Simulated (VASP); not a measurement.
**AgB2: single point with PBE+D3(BJ)**

The system is AgB2.

```
CELL_PARAMETERS angstrom
2.99625 0.00000 0.00000
-1.49812 2.59483 0.00000
0.00000 0.00000 4.02568
ATOMIC_POSITIONS crystal
Ag 0.00000 0.00000 0.00000
B 0.33333 0.66667 0.50000
B 0.66667 0.33333 0.50000
```

```
Program                : VASP 6.6.1
Task                   : single point
Functional             : PBE
Dispersion             : D3(BJ)
Potentials or basis    : VASP PAW PBE potentials, release 64 (Ag, B)
Cutoff                 : 520 eV
k mesh                 : 10 × 10 × 8
Occupations            : gaussian, width 0.05 eV
Spin                   : no spin polarisation
Dipole correction      : no
Further INCAR settings : ALGO = Normal; EDIFF = 1e-06; NBANDS = 16
```

```
Pressure                   : -1.0 GPa
Dispersion energy per atom : -0.335 eV
```

Stress tensor (GPa, compression positive):
```
-0.93  0.00  0.00
 0.00 -0.93  0.00
 0.00  0.00 -1.28
```

Levels at points of the mesh, in eV from the Fermi level:
| k point | band 5 | band 6 | band 7 | band 8 | band 9 | band 10 | band 11 | band 12 |
| --- | --- | --- | --- | --- | --- | --- | --- | --- |
| (0.00, 0.00, 0.00) | -3.86 | -3.85 | -3.85 | 1.30 | 1.30 | 1.43 | 7.62 | 7.62 |
| (0.50, 0.00, 0.00) | -4.13 | -3.28 | -2.62 | -1.72 | 2.51 | 3.00 | 4.01 | 6.11 |
| (0.00, 0.00, 0.50) | -4.71 | -3.99 | -3.99 | 0.98 | 0.98 | 7.68 | 8.83 | 8.83 |
| (0.50, 0.00, 0.50) | -4.00 | -3.27 | -2.63 | -2.60 | -0.33 | 1.44 | 6.54 | 9.51 |

It took 43 s on 1 thread of Intel Xeon 8259CL, with other jobs on the host, peak memory 0.18 GiB.

Caveat: three body term missing; pairwise dispersion overbinds metals, which lowers pressure and volume.
